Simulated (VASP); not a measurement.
Wanted: the native input for a VASP 6.6.1 run.

| Property | Result |
| --- | --- |
| Task | single point |
| Functional | PBE |
| Potentials or basis | VASP PAW PBE potentials, release 64 (Al, Ru_pv) |
| Cutoff | 520 eV |
| k mesh | 8 × 8 × 1 |
| Occupations | gaussian, width 0.2 eV |
| Spin | no spin polarisation |
| Dipole correction | no |
| Further INCAR settings | ALGO = Fast; EDIFF = 1e-06; NBANDS = 85 |

The structure of AlRu5 lies in POSCAR:

```
AlRu5
1.0
    2.7403477171     -0.0000000402      0.0000072661
    0.0000000142      2.7403617363      0.0000101975
   -0.0000017074     -0.0001346595     22.1104460079
Al Ru
2 10
Direct
   -0.0000003525      0.0000044610      0.5000008111
    0.0000021778     -0.0000069579     -0.0000001944
    0.5000036327      0.4999967098      0.0819809225
    0.5000013507      0.5000086694      0.5819821587
    0.0000004243      0.0000011754      0.1634751982
    0.0000101802      0.0000039379      0.6634762053
    0.4999932938      0.4999900913      0.4180168650
    0.4999972689      0.4999824415      0.9180182600
    0.0000050697      0.0000153592      0.3365239861
    0.0000046128      0.0000199029      0.8365258903
    0.4999969229      0.5000035071      0.2499989270
    0.4999854189      0.4999807023      0.7500009702
```

The input as run:

INCAR

```
PREC = Accurate
ENCUT = 520
EDIFF = 1E-6
ISMEAR = 0
SIGMA = 0.2
LREAL = F
LASPH = T
NELM = 100
ALGO = Fast
ISIF = 2
LWAVE = F
LCHARG = F
GGA = PE
NBANDS = 85
```

KPOINTS

```
regular mesh
0
Gamma
  8 8 1
```

Potentials or basis: VASP PAW PBE potentials, release 64 (Al, Ru_pv).

Command:

```bash
$ cat potpaw_PBE.64/Al/POTCAR potpaw_PBE.64/Ru_pv/POTCAR > POTCAR
$ mpirun -np 1 vasp_std > vasp.out
```

Results of the run:

The pressure is -0.1 GPa, the largest force is 0.006 eV/Å and the band gap on the k mesh is zero (bands 73 and 74 overlap by 2.34 eV).

Run time: 22 min on 1 thread of Oxide Virtual Turin-like Processor, with other jobs on the host, peak memory 0.42 GiB.
